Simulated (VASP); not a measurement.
# MoW2C4 (F-43m) in VASP: single point with PBE

Aim: the single point of MoW2C4 with PBE.

Everything below comes from runs of VASP 6.6.1. Logs are shortened: lines on timing, memory, paths and dates and some standing lists are left out, and cuts for length are marked.

### 1 The cell of the first run

Symmetry: F-43m, No. 216, cubic system. Conventional cell: a = 6.840 Å, b = 6.840 Å, c = 6.840 Å, α = 90.00°, β = 90.00°, γ = 90.00°. Mo (site symmetry -43m) has 12 C at 2.79 Å and 10 W at 2.96 to 3.42 Å within 3.7 Å. Within 2.7 Å of W (site symmetry -43m) lie 4 C at 2.02 Å. Within 4.1 Å of W (site symmetry -43m) lie 4 Mo at 2.96 Å and 4 W at 2.96 Å and 24 C at 2.98 to 4.04 Å. C (site symmetry 3m) has 3 C at 1.54 Å and 1 W at 2.02 Å within 2.1 Å.

The cell was generated, and may not be a known phase.

### 2 Single point, PBE

The input, INCAR:

```
PREC = Accurate
ENCUT = 1300
EDIFF = 1E-6
ISMEAR = 0
SIGMA = 0.2
LREAL = False
LASPH = True
NELM = 120
ALGO = Normal
ISIF = 2
LWAVE = False
LCHARG = True
GGA = PE
LELF = True
LVHAR = True
NBANDS = 38
GGA_COMPAT = False
```

The input, KPOINTS:

```
Automatic mesh
0
Gamma
  4 4 4
```

The input, POSCAR:

```
MoW2C4
1.0
    0.0000000000      3.4201818458      3.4201818458
    3.4201818458      0.0000000000      3.4201818458
    3.4201818458      3.4201818458      0.0000000000
Mo W C
1 2 4
Direct
    0.7500000000      0.7500000000      0.7500000000
    0.2500000000      0.2500000000      0.2500000000
    0.5000000000      0.5000000000      0.5000000000
    0.0795183672      0.0795183672      0.0795183672
    0.0795183672      0.0795183672      0.7614448985
    0.0795183672      0.7614448985      0.0795183672
    0.7614448985      0.0795183672      0.0795183672
```

Potentials or basis: VASP PAW PBE potentials, release 64 (Mo_sv, W_sv, C_h).

Run with:

```sh
$ cat potpaw_PBE.64/Mo_sv/POTCAR potpaw_PBE.64/W_sv/POTCAR potpaw_PBE.64/C_h/POTCAR > POTCAR
$ mpirun -np 1 vasp_std > vasp.out
```

OUTCAR:

```text
PREC = Accurate
   ENCUT = 1300
   EDIFF = 1E-6
   ISMEAR = 0
   LREAL = False
   LASPH = True
   NELM = 120
   ISIF = 2
   GGA = PE

 ion  position               nearest neighbor table
   1  0.750  0.750  0.750-   3 2.96   3 2.96   3 2.96   3 2.96   2 3.42   2 3.42   2 3.42   2 3.42
                             2 3.42   2 3.42
   2  0.250  0.250  0.250-   4 2.02   6 2.02   5 2.02   7 2.02   3 2.96   3 2.96   3 2.96   3 2.96
                             1 3.42   1 3.42   1 3.42   1 3.42   1 3.42   1 3.42
   3  0.500  0.500  0.500-   2 2.96   2 2.96   2 2.96   1 2.96   2 2.96   1 2.96   1 2.96   1 2.96

   4  0.080  0.080  0.080-   2 2.02
   5  0.080  0.080  0.761-   2 2.02
   6  0.080  0.761  0.080-   2 2.02
   7  0.761  0.080  0.080-   2 2.02

  LATTYP: Found a face centered cubic cell.
 ALAT       =     6.8403636916

  Lattice vectors:

 A1 = (   0.0000000000,   3.4201818458,   3.4201818458)
 A2 = (   3.4201818458,   0.0000000000,   3.4201818458)
 A3 = (   3.4201818458,   3.4201818458,   0.0000000000)

Analysis of symmetry for initial positions (statically):
=====================================================================
 Subroutine PRICEL returns:
 Original cell was already a primitive cell.

 Routine SETGRP: Setting up the symmetry group for a
 face centered cubic supercell.

 Subroutine GETGRP returns: Found 24 space group operations
 (whereof 24 operations were pure point group operations)
 out of a pool of 48 trial point group operations.

The static configuration has the point symmetry T_d .

Analysis of symmetry for dynamics (positions and initial velocities):
=====================================================================
 Subroutine PRICEL returns:
 Original cell was already a primitive cell.

 Routine SETGRP: Setting up the symmetry group for a
 face centered cubic supercell.

 Subroutine GETGRP returns: Found 24 space group operations
 (whereof 24 operations were pure point group operations)
 out of a pool of 48 trial point group operations.

The dynamic configuration has the point symmetry T_d .

 Subroutine INISYM returns: Found 24 space group operations
 (whereof 24 operations are pure point group operations),
 and found     1 'primitive' translations

----------------------------------------------------------------------------------------

[... 88 lines left out ...]
   NSW    =      0    number of steps for IOM
   IBRION =     -1    ionic relax: 0-MD 1-quasi-New 2-CG
   NFREE  =      0    steps in history (QN), initial steepest desc. (CG)
   ISIF   =      2    stress and relaxation
   ISYM   =      2    0-nonsym 1-usesym 2-fastsym
   POTIM  = 0.5000    time-step for ionic-motion
   TEBEG  =    0.0;   TEEND  =   0.0 temperature during run
   PSTRESS=    0.0 pullay stress
   NELECT =      58.0000    total number of electrons
   NUPDOWN=      -1.0000    fix difference up-down
   EMIN   =  10.00;   EMAX   =-10.00  energy-range for DOS
   EFERMI =   0.00;   METHOD = LEGACY
   ISMEAR =     0;   SIGMA  =   0.20  broadening in eV -4-tet -1-fermi 0-gaus
   EFERMI_NEDOS =   21; number of points for ismear=-14 and -15
   IALGO  =     38    algorithm
   IMIX   =      4    mixing-type and parameters
     AMIX     =   0.40;   BMIX     =  1.00
     AMIX_MAG =   1.60;   BMIX_MAG =  1.00
  volume/ion in A,a.u.               =      11.43        77.14
  Fermi-wavevector in a.u.,A,eV,Ry     =   1.470590  2.779012 29.424438  2.162635
  Thomas-Fermi vector in A             =   2.585828
   LORBIT       =      0    0 simple, 1 ext, 2 COOP (PROOUT), +10 PAW based schemes
   GGA     = PE    functional components
   LHFCALC =     F    Hartree Fock is set to
   AEXX    =    0.0000 exact exchange contribution
   IVDW    =     0    specifies the selected vdW correction
   LEPSILON=     F    determine dielectric tensor
   LRPA    =     F    only Hartree local field effects (RPA)
 non-spin polarized calculation
 Gauss-broadening in eV      SIGMA  =   0.20
  energy-cutoff  :     1300.00
  volume of cell :       80.02
 maximum number of plane-waves:      8609
 NGX is ok and might be reduce to    60
   NGX = 29   NGY = 29   NGZ = 29

 number of electron      58.0000000 magnetization

 Free energy of the ion-electron system (eV)
  ---------------------------------------------------
  ext. energy  EPLUGINS =         0.00000000
  ---------------------------------------------------
  free energy    TOTEN  =       -60.80566969 eV

  energy without entropy =      -60.73949693  energy(sigma->0) =      -60.77258331

 E-fermi :  10.2039     XC(G=0): -12.7388

 val. band max:       10.1636863405   @ k =   0.5000   0.2500   0.0000
 cond. band min:      10.3731889611   @ k =   0.0000   0.0000   0.0000
 fundamental gap:      0.2095026205
 Fermi energy:        10.2039497939

 k-point     1 :       0.0000    0.0000    0.0000
  band No.  band energies     occupation
      1     -64.2797      2.00000
      2     -64.0178      2.00000
      3     -51.2231      2.00000
      4     -28.5166      2.00000
      5     -28.5166      2.00000
      6     -28.5166      2.00000
[... 317 lines left out ...]
     37      12.7894      0.00000
     38      15.1172      0.00000

------------------------ aborting loop because EDIFF is reached ----------------------------------------

  FORCE on cell =-STRESS in cart. coord.  units (eV):
  Direction    XX          YY          ZZ          XY          YZ          ZX
  --------------------------------------------------------------------------------------
  -------------------------------------------------------------------------------------
  Total       -0.0491152     -0.0491152     -0.0491152     -0.0000000     -0.0000000      0.0000000
  in kB       -0.9834425     -0.9834425     -0.9834425     -0.0000000     -0.0000000      0.0000000
  external PRESSURE =      -0.9834425 kB  Pullay stress =       0.0000000 kB

 VOLUME and BASIS-vectors are now :
 -----------------------------------------------------------------------------
  energy-cutoff  :     1300.00
  volume of cell :       80.02
      direct lattice vectors                 reciprocal lattice vectors
     0.000000000  3.420181846  3.420181846    -0.146191057  0.146191057  0.146191057
     3.420181846  0.000000000  3.420181846     0.146191057 -0.146191057  0.146191057
     3.420181846  3.420181846  0.000000000     0.146191057  0.146191057 -0.146191057

 POSITION                                       TOTAL-FORCE (eV/Angst)
 -----------------------------------------------------------------------------------
      5.13027      5.13027      5.13027         0.000000      0.000000      0.000000
      1.71009      1.71009      1.71009         0.000000      0.000000      0.000000
      3.42018      3.42018      3.42018         0.000000      0.000000      0.000000
      0.54393      0.54393      0.54393        -0.008597     -0.008597     -0.008597
      2.87625      2.87625      0.54393         0.008597      0.008597     -0.008597
      2.87625      0.54393      2.87625         0.008597     -0.008597      0.008597
      0.54393      2.87625      2.87625        -0.008597      0.008597      0.008597
 -----------------------------------------------------------------------------------
    total drift:                               -0.000000     -0.000000     -0.000000

  FREE ENERGIE OF THE ION-ELECTRON SYSTEM (eV)
  ---------------------------------------------------
  free  energy   TOTEN  =       -60.8056696853 eV

  energy  without entropy=      -60.7394969346  energy(sigma->0) =      -60.77258331
```

OSZICAR:

```text
N       E                     dE             d eps       ncg     rms          rms(c)
DAV:   1     0.923357263572E+03    0.92336E+03   -0.54550E+04   608   0.322E+03
DAV:   2     0.108814281126E+02   -0.91248E+03   -0.88706E+03   628   0.731E+02
DAV:   3    -0.648461656753E+02   -0.75728E+02   -0.71959E+02   804   0.179E+02
DAV:   4    -0.681524394680E+02   -0.33063E+01   -0.32589E+01   762   0.322E+01
DAV:   5    -0.682443130238E+02   -0.91874E-01   -0.91673E-01   834   0.512E+00    0.369E+01
DAV:   6    -0.630626653539E+02    0.51816E+01   -0.66252E+01   792   0.329E+01    0.166E+01
DAV:   7    -0.622251144629E+02    0.83755E+00   -0.24905E+01   656   0.224E+01    0.107E+01
DAV:   8    -0.612270712677E+02    0.99804E+00   -0.97652E+00   704   0.110E+01    0.800E+00
DAV:   9    -0.608823926543E+02    0.34468E+00   -0.19704E+00   668   0.648E+00    0.443E+00
DAV:  10    -0.608058191647E+02    0.76573E-01   -0.32193E-01   736   0.306E+00    0.521E-01
DAV:  11    -0.608056408675E+02    0.17830E-03   -0.11926E-02   758   0.720E-01    0.280E-01
DAV:  12    -0.608056723847E+02   -0.31517E-04   -0.10495E-03   700   0.223E-01    0.504E-02
DAV:  13    -0.608056717283E+02    0.65641E-06   -0.97405E-05   700   0.646E-02    0.207E-02
DAV:  14    -0.608056698836E+02    0.18447E-05   -0.13413E-05   700   0.268E-02    0.422E-03
DAV:  15    -0.608056696853E+02    0.19833E-06   -0.61692E-07   358   0.640E-03
   1 F= -.60805670E+02 E0= -.60772583E+02  d E =-.661728E-01
```

Run time: 3.1 min. Hardware: 1 thread of AMD EPYC 7R13 (Zen 3), shared host; peak memory 0.49 GiB.

Results:

| Quantity | Value |
| --- | --- |
| Free energy | -60.8057 eV |
| Pressure | -0.1 GPa |
| Largest force | 0.015 eV/Å |
| Band gap on the k mesh | zero (bands 29 and 30 overlap by 0.58 eV) |

Forces in eV/Å, atoms in the order of the input:
```
Mo   0.000  0.000  0.000
W    0.000  0.000  0.000
W    0.000  0.000  0.000
C   -0.009 -0.009 -0.009
C    0.009  0.009 -0.009
C    0.009 -0.009  0.009
C   -0.009  0.009  0.009
```

Levels at points of the mesh, in eV from the Fermi level:
```tsv
k point	band 25	band 26	band 27	band 28	band 29	band 30	band 31	band 32	band 33	band 34
(0.00, 0.00, 0.00)	-1.97	-0.49	-0.49	-0.49	0.17	0.78	0.78	1.50	1.50	2.07
(0.50, 0.00, 0.00)	-3.14	-1.76	-0.90	-0.90	0.54	0.54	0.69	0.69	1.22	1.22
(0.50, 0.50, 0.00)	-1.75	-1.67	-0.98	-0.98	-0.42	0.22	0.32	0.84	1.26	1.37
```

Caveat: the k points lie up to 0.40 Å⁻¹ apart, too coarse for converged energies and pressures of a metal; spin-orbit coupling is left out, which moves the levels of the heavy elements.

The gap in the log of VASP goes by the Fermi energy; the results here count the filled bands.